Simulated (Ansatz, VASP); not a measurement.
**Li2O: VASP beside Ansatz**

The input INCAR:

```
SYSTEM = Li2O
ALGO = Normal ; EDIFF = 1E-8
ENCUT = 650 ; GGA = PS
GGA_COMPAT = .False. ; ISIF = 2
ISMEAR = -1 ; LASPH = .True.
LCHARG = .False. ; LEFG = .True.
LREAL = .False. ; LWAVE = .False.
NBANDS = 13 ; NELM = 120
PREC = Accurate ; SIGMA = 0.03
```

KPOINTS

```
k-points
0
Gamma
  9 9 9
  0 0 0
```

The input POSCAR:

```
Li2O
1.0
    0.0000000000      2.3247951477      2.3247951477
    2.3247951477      0.0000000000      2.3247951477
    2.3247951477      2.3247951477      0.0000000000
Li O
2 1
Direct
    0.2500000000      0.2500000000      0.2500000000
    0.7500000000      0.7500000000      0.7500000000
    0.0000000000      0.0000000000      0.0000000000
```

Input for Ansatz:

```yaml
crystal:
  lattice:
    - [0.0, 2.3247951477, 2.3247951477]
    - [2.3247951477, 0.0, 2.3247951477]
    - [2.3247951477, 2.3247951477, 0.0]
  atoms:
    - { symbol: Li, position: [0.25, 0.25, 0.25] }
    - { symbol: Li, position: [0.75, 0.75, 0.75] }
    - { symbol: O, position: [0.0, 0.0, 0.0] }
kpoints:
  mp_grid: { grid: [9, 9, 9] }
scf:
  occupations: { method: fermi_dirac, width: 0.03 }
hamiltonian:
  xc: pbesol
  pseudopotentials: { kind: all_electron, datasets: crystal }
output:
  forces: true
  stress: true
  eigenvalues: true
  efg: { contact_densities: true }
```

Change from the starting cell: volume scaled by 1.02, crystal datasets.

Alike in both runs: task electric field gradients; functional PBEsol; k mesh 9 × 9 × 9; occupations fermi-dirac, width 0.03 eV; no spin polarisation.

|  | VASP | Ansatz |
| --- | --- | --- |
| version | VASP 6.6.1 | Ansatz 0.2.0 |
| potentials or method | VASP PAW PBE potentials, release 64 (Li_sv, O), cutoff 650 eV | all-electron PAW with datasets made for the crystal, scalar-relativistic |

|  | VASP | Ansatz | Ansatz less VASP |
| --- | --- | --- | --- |
| gap on the k mesh at the Fermi level (eV) | 4.88 | 4.89 | +0.011 |
| pressure (GPa) | -3.7 | -3.6 | +0.11 |

VASP's potentials were made for PBE, not for PBEsol. Ansatz ran all-electron here, and VASP with PAW potentials.
